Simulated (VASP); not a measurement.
# MnS (R-3m) in VASP: a series of runs

The runs below take MnS through single point, with PBE.

Everything below comes from runs of VASP 6.6.1. Logs are shortened: lines on timing, memory, paths and dates and some standing lists are left out, and cuts for length are marked.

## 1. The cell of the first run

Symmetry: R-3m, No. 166, trigonal system. The conventional cell has a = 3.660 Å, b = 3.660 Å, c = 8.913 Å, α = 90.00°, β = 90.00°, γ = 120.00°. Mn (site symmetry -3m) has 6 S at 2.58 Å within 3.4 Å. S (site symmetry -3m) has 6 Mn at 2.58 Å within 3.4 Å.

## 2. Single point, PBE, collinear spin, ferromagnetic start

Input file INCAR:

```
SYSTEM = MnS
PREC = Accurate
ENCUT = 520
EDIFF = 1E-7
ISMEAR = -1
SIGMA = 0.05
LREAL = .FALSE.
LASPH = .TRUE.
NELM = 150
ALGO = Normal
ISIF = 2
LWAVE = .FALSE.
LCHARG = .FALSE.
ISPIN = 2
MAGMOM = 5 0
LORBIT = 11
NUPDOWN = 5.0
LMAXMIX = 4
GGA = PE
NBANDS = 20
```

Input file KPOINTS:

```
Automatic mesh
0
G
  8 8 8
  0 0 0
```

Input file POSCAR:

```
MnS
1.0
    1.8299960138      1.0565486912      2.9709202777
   -1.8299960138      1.0565486912      2.9709202777
    0.0000000000     -2.1130973823      2.9709202777
Mn S
1 1
Direct
    0.0000000000      0.0000000000      0.0000000000
    0.5000000000      0.5000000000      0.5000000000
```

Potentials or basis: VASP PAW PBE potentials, release 64 (Mn_pv, S).

Run with:

```console
> cat potpaw_PBE.64/Mn_pv/POTCAR potpaw_PBE.64/S/POTCAR > POTCAR
> mpirun -np 1 vasp_std > vasp.out
```

OUTCAR:

```text
SYSTEM = MnS
   PREC = Accurate
   ENCUT = 520
   EDIFF = 1E-7
   ISMEAR = -1
   LREAL = .FALSE.
   LASPH = .TRUE.
   NELM = 150
   ISIF = 2
   ISPIN = 2
   LORBIT = 11
   NUPDOWN = 5.0
   GGA = PE

 ion  position               nearest neighbor table
   1  0.000  0.000  0.000-   2 2.58   2 2.58   2 2.58   2 2.58   2 2.58   2 2.58
   2  0.500  0.500  0.500-   1 2.58   1 2.58   1 2.58   1 2.58   1 2.58   1 2.58

  LATTYP: Found a trigonal (rhomboedric) cell.
 ALAT       =     3.6457575130
 COS(alpha) =     0.4960879726

  Lattice vectors:

 A1 = (   1.8299960138,   1.0565486912,   2.9709202777)
 A2 = (  -1.8299960138,   1.0565486912,   2.9709202777)
 A3 = (   0.0000000000,  -2.1130973823,   2.9709202777)

Analysis of symmetry for initial positions (statically):
=====================================================================
 Subroutine PRICEL returns:
 Original cell was already a primitive cell.

 Routine SETGRP: Setting up the symmetry group for a
 trigonal (rhombohedral) supercell.

 Subroutine GETGRP returns: Found 12 space group operations
 (whereof 12 operations were pure point group operations)
 out of a pool of 12 trial point group operations.

The static configuration has the point symmetry D_3d.

Analysis of symmetry for dynamics (positions and initial velocities):
=====================================================================
 Subroutine PRICEL returns:
 Original cell was already a primitive cell.

 Routine SETGRP: Setting up the symmetry group for a
 trigonal (rhombohedral) supercell.

 Subroutine GETGRP returns: Found 12 space group operations
 (whereof 12 operations were pure point group operations)
 out of a pool of 12 trial point group operations.

The dynamic configuration has the point symmetry D_3d.

Analysis of structural, dynamic, and magnetic symmetry:
=====================================================================
 Subroutine PRICEL returns:
 Original cell was already a primitive cell.

 Routine SETGRP: Setting up the symmetry group for a
 trigonal (rhombohedral) supercell.

 Subroutine GETGRP returns: Found 12 space group operations
 (whereof 12 operations were pure point group operations)
 out of a pool of 12 trial point group operations.

The overall configuration has the point symmetry D_3d.

 Subroutine INISYM returns: Found 12 space group operations
 (whereof 12 operations are pure point group operations),
 and found     1 'primitive' translations

----------------------------------------------------------------------------------------

                                     Primitive cell

  volume of cell :      34.4653

  direct lattice vectors                    reciprocal lattice vectors
     1.829996014  1.056548691  2.970920278     0.273224639  0.157746319  0.112198680
    -1.829996014  1.056548691  2.970920278    -0.273224639  0.157746319  0.112198680
     0.000000000 -2.113097382  2.970920278     0.000000000 -0.315492638  0.112198680

  length of vectors
     3.645757513  3.645757513  3.645757513     0.334849441  0.334849441  0.334849441

  position of ions in fractional coordinates (direct lattice)
     0.000000000  0.000000000  0.000000000
     0.500000000  0.500000000  0.500000000

  ion indices of the primitive-cell ions
   primitive index   ion index
                 1           1
                 2           2

----------------------------------------------------------------------------------------

 KPOINTS: Automatic mesh

Automatic generation of k-mesh.
 Grid dimensions read from file:
 generate k-points for:    8    8    8

 Generating k-lattice:

  Cartesian coordinates                     Fractional coordinates (reciprocal lattice)
     0.034153080  0.019718290  0.014024835     0.125000000  0.000000000  0.000000000
    -0.034153080  0.019718290  0.014024835     0.000000000  0.125000000  0.000000000
     0.000000000 -0.039436580  0.014024835     0.000000000  0.000000000  0.125000000

  Length of vectors
     0.041856180  0.041856180  0.041856180

  Shift w.r.t. Gamma in fractional coordinates (k-lattice)
     0.000000000  0.000000000  0.000000000

 Subroutine IBZKPT returns following result:
 ===========================================

 Found     65 irreducible k-points:

 Following reciprocal coordinates:
            Coordinates               Weight
  0.000000  0.000000  0.000000      1.000000
  0.125000  0.000000  0.000000      6.000000
  0.250000  0.000000  0.000000      6.000000
  0.375000  0.000000 -0.000000      6.000000
  0.500000  0.000000  0.000000      3.000000
  0.125000  0.125000  0.000000      6.000000
[... 16 lines left out ...]
  0.250000  0.125000  0.125000      6.000000
  0.375000  0.125000  0.125000      6.000000
 [... further k-points ...]
   k-points           NKPTS =     65   k-points in BZ     NKDIM =     65   number of bands    NBANDS=     20
   number of dos      NEDOS =    301   number of ions     NIONS =      2
   total plane-waves  NPLWV =  21952
   dimension x,y,z NGX =    28 NGY =   28 NGZ =   28
   dimension x,y,z NGXF=    56 NGYF=   56 NGZF=   56
   ions per type =               1   1
   NGX,Y,Z   is equivalent  to a cutoff of  12.77, 12.77, 12.77 a.u.
   NGXF,Y,Z  is equivalent  to a cutoff of  25.54, 25.54, 25.54 a.u.
 SYSTEM =  MnS
   PREC   = accura    normal or accurate (medium, high low for compatibility)
   ISTART =      0    job   : 0-new  1-cont  2-samecut
   ICHARG =      2    charge: 1-file 2-atom 10-const
   ISPIN  =      2    spin polarized calculation?
   LNONCOLLINEAR =      F non collinear calculations
   LSORBIT =      F    spin-orbit coupling
   LASPH  =      T    aspherical Exc in radial PAW
   ENCUT  =  520.0 eV  38.22 Ry    6.18 a.u.   6.78  6.78  6.78*2*pi/ulx,y,z
   NELM   =    150;   NELMIN=  2; NELMDL= -5     # of ELM steps
   EDIFF  = 0.1E-06   stopping-criterion for ELM
   LREAL  =      F    real-space projection
   EDIFFG = 0.1E-05   stopping-criterion for IOM
   NSW    =      0    number of steps for IOM
   IBRION =     -1    ionic relax: 0-MD 1-quasi-New 2-CG
   NFREE  =      0    steps in history (QN), initial steepest desc. (CG)
   ISIF   =      2    stress and relaxation
   ISYM   =      2    0-nonsym 1-usesym 2-fastsym
   POTIM  = 0.5000    time-step for ionic-motion
   TEBEG  =    0.0;   TEEND  =   0.0 temperature during run
   PSTRESS=    0.0 pullay stress
   NELECT =      19.0000    total number of electrons
   NUPDOWN=       5.0000    fix difference up-down
   EMIN   =  10.00;   EMAX   =-10.00  energy-range for DOS
   EFERMI =   0.00;   METHOD = LEGACY
   ISMEAR =    -1;   SIGMA  =   0.05  broadening in eV -4-tet -1-fermi 0-gaus
   EFERMI_NEDOS =   21; number of points for ismear=-14 and -15
   IALGO  =     38    algorithm
   IMIX   =      4    mixing-type and parameters
     AMIX     =   0.40;   BMIX     =  1.00
     AMIX_MAG =   1.60;   BMIX_MAG =  1.00
  volume/ion in A,a.u.               =      17.23       116.29
  Fermi-wavevector in a.u.,A,eV,Ry     =   1.342349  2.536672 24.516344  1.801900
  Thomas-Fermi vector in A             =   2.470510
   LORBIT       =     11    0 simple, 1 ext, 2 COOP (PROOUT), +10 PAW based schemes
   GGA     = PE    functional components
   LHFCALC =     F    Hartree Fock is set to
   AEXX    =    0.0000 exact exchange contribution
   IVDW    =     0    specifies the selected vdW correction
   LEPSILON=     F    determine dielectric tensor
   LRPA    =     F    only Hartree local field effects (RPA)
 spin polarized calculation
  energy-cutoff  :      520.00
  volume of cell :       34.47
 maximum number of plane-waves:       941
   NGX = 13   NGY = 13   NGZ = 13

 number of electron      18.9999995 magnetization       4.9999999

 Free energy of the ion-electron system (eV)
  ---------------------------------------------------
  ext. energy  EPLUGINS =         0.00000000
  ---------------------------------------------------
  free energy    TOTEN  =       -13.99455728 eV

  energy without entropy =      -13.99444598  energy(sigma->0) =      -13.99450163

 E-fermi :   5.7510     XC(G=0): -10.7404

 val. band max:        7.3942668328   @ k =   0.5000   0.0000   0.0000
 cond. band min:       6.1118671284   @ k =   0.5000   0.5000   0.0000
 fundamental gap:     -1.2823997043
 Fermi energy:         7.6269297708

 spin component 1

 k-point     1 :       0.0000    0.0000    0.0000
  band No.  band energies     occupation
      1     -43.8469      1.00000
      2     -43.8448      1.00000
      3     -43.8448      1.00000
      4      -7.7910      1.00000
      5       3.4277      1.00000
      6       3.4277      1.00000
[... 12 lines left out ...]
     19      18.8152      0.00000
     20      19.2580      0.00000
[... 507 lines left out ...]
 k-point    24 :       0.3750    0.1250    0.1250
  band No.  band energies     occupation
      1     -43.8514      1.00000
      2     -43.8478      1.00000
      3     -43.8455      1.00000
      4      -6.8932      1.00000
      5       1.0648      1.00000
      6       2.2035      1.00000
[... 12 lines left out ...]
     19      19.7206      0.00000
     20      23.5422      0.00000

 [... further k-points ...]

 spin component 2

 k-point     1 :       0.0000    0.0000    0.0000
  band No.  band energies     occupation
      1     -39.1574      1.00000
      2     -39.1555      1.00000
      3     -39.1555      1.00000
      4      -7.3827      1.00000
      5       5.3717      0.99949
      6       5.3717      0.99949
[... 12 lines left out ...]
     19      19.9668      0.00000
     20      21.0930      0.00000
[... 507 lines left out ...]
 k-point    24 :       0.3750    0.1250    0.1250
  band No.  band energies     occupation
      1     -39.1641      1.00000
      2     -39.1592      1.00000
      3     -39.1565      1.00000
      4      -6.5269      1.00000
      5       1.9442      1.00000
      6       3.7739      1.00000
[... 12 lines left out ...]
     19      21.0395      0.00000
     20      24.5440      0.00000

 [... further k-points ...]

------------------------ aborting loop because EDIFF is reached ----------------------------------------

  FORCE on cell =-STRESS in cart. coord.  units (eV):
  Direction    XX          YY          ZZ          XY          YZ          ZX
  --------------------------------------------------------------------------------------
  -------------------------------------------------------------------------------------
  Total        0.6427959      0.6427959      0.7419247      0.0000000      0.0000000      0.0000000
  in kB       29.8814587     29.8814587     34.4896278      0.0000000      0.0000000      0.0000000
  external PRESSURE =      31.4175151 kB  Pullay stress =       0.0000000 kB

 VOLUME and BASIS-vectors are now :
 -----------------------------------------------------------------------------
  energy-cutoff  :      520.00
  volume of cell :       34.47
      direct lattice vectors                 reciprocal lattice vectors
     1.829996014  1.056548691  2.970920278     0.273224639  0.157746319  0.112198680
    -1.829996014  1.056548691  2.970920278    -0.273224639  0.157746319  0.112198680
     0.000000000 -2.113097382  2.970920278     0.000000000 -0.315492638  0.112198680

 POSITION                                       TOTAL-FORCE (eV/Angst)
 -----------------------------------------------------------------------------------
      0.00000      0.00000      0.00000         0.000000      0.000000     -0.000000
      0.00000      0.00000      4.45638        -0.000000     -0.000000      0.000000
 -----------------------------------------------------------------------------------
    total drift:                                0.000000      0.000000      0.000000

  FREE ENERGIE OF THE ION-ELECTRON SYSTEM (eV)
  ---------------------------------------------------
  free  energy   TOTEN  =       -13.9945572821 eV

  energy  without entropy=      -13.9944459845  energy(sigma->0) =      -13.99450163

 total charge

# of ion       s       p       d       tot
------------------------------------------
    1        0.221   6.174   4.920  11.315
    2        1.324   2.438   0.000   3.762
--------------------------------------------------
tot          1.545   8.612   4.920  15.077

 magnetization (x)

# of ion       s       p       d       tot
------------------------------------------
    1        0.053   0.042   4.307   4.403
    2        0.030   0.144   0.000   0.173
--------------------------------------------------
tot          0.083   0.186   4.307   4.576
```

Wall time 36 s (1 thread of Intel Xeon 6975P-C (Granite Rapids), shared host); peak memory 0.21 GiB.

What came out:

- Free energy: -13.9946 eV
- Pressure: 3.1 GPa
- Net moment: 5.00 μB per cell
- Site moments: Mn +4.40; S +0.17 μB
- Valence electrons inside the program's atomic spheres: Mn 11.31; S 3.76

Caveat: the total moment is fixed, so each spin has its own Fermi level; a cell with one magnetic atom can't hold antiferromagnetic order, which such compounds often take.

## 3. Single point, PBE, collinear spin, ferromagnetic start

Input file INCAR:

```
SYSTEM = MnS
ALGO     = Normal         ! electronic algorithm
EDIFF    = 1E-6           ! SCF threshold, eV
ENCUT    = 520            ! plane-wave cutoff, eV
GGA      = PE             ! functional
ISIF     = 2              ! what is computed and relaxed
ISMEAR   = -1             ! smearing method
ISPIN    = 2              ! spin polarisation
LASPH    = .True.         ! aspherical terms in the spheres
LCHARG   = .True.         ! write CHGCAR
LELF     = .True.         ! ELF
LMAXMIX  = 4              ! l up to which the mixer works
LORBIT   = 11             ! projections on sites
LREAL    = .False.        ! projectors in reciprocal space
LVHAR    = .True.       
LWAVE    = .False.        ! write WAVECAR
MAGMOM   = 6 0            ! initial moments
NBANDS   = 20             ! bands
NELM     = 150            ! most SCF steps
NUPDOWN  = 6.0            ! fixed moment
PREC     = Accurate       ! precision mode
SIGMA    = 0.05           ! smearing width, eV
```

Input file KPOINTS:

```
k-points
0
Gamma
  8 8 8
  0 0 0
```

POSCAR is that of step 2.

Potentials or basis: VASP PAW PBE potentials, release 64 (Mn_pv, S).

Run with:

```console
> cat potpaw_PBE.64/Mn_pv/POTCAR potpaw_PBE.64/S/POTCAR > POTCAR
> mpirun -np 1 vasp_std > vasp.out
```

It took 35 s on 1 thread of Intel Xeon 6975P-C (Granite Rapids), shared host; peak memory 0.21 GiB.

The run converged. Its results:

```
Free energy                                           : -11.2890 eV
Pressure                                              : 15.6 GPa
Net moment                                            : 6.00 μB per cell
Site moments                                          : Mn +4.63; S +0.48 μB
Valence electrons inside the program's atomic spheres : Mn 11.36; S 3.67
```

Stress tensor (GPa, compression positive):
```
15.83  0.00  0.00
 0.00 15.83  0.00
 0.00  0.00 15.04
```

Caveat: the total moment is fixed, so each spin has its own Fermi level; a cell with one magnetic atom can't hold antiferromagnetic order, which such compounds often take.
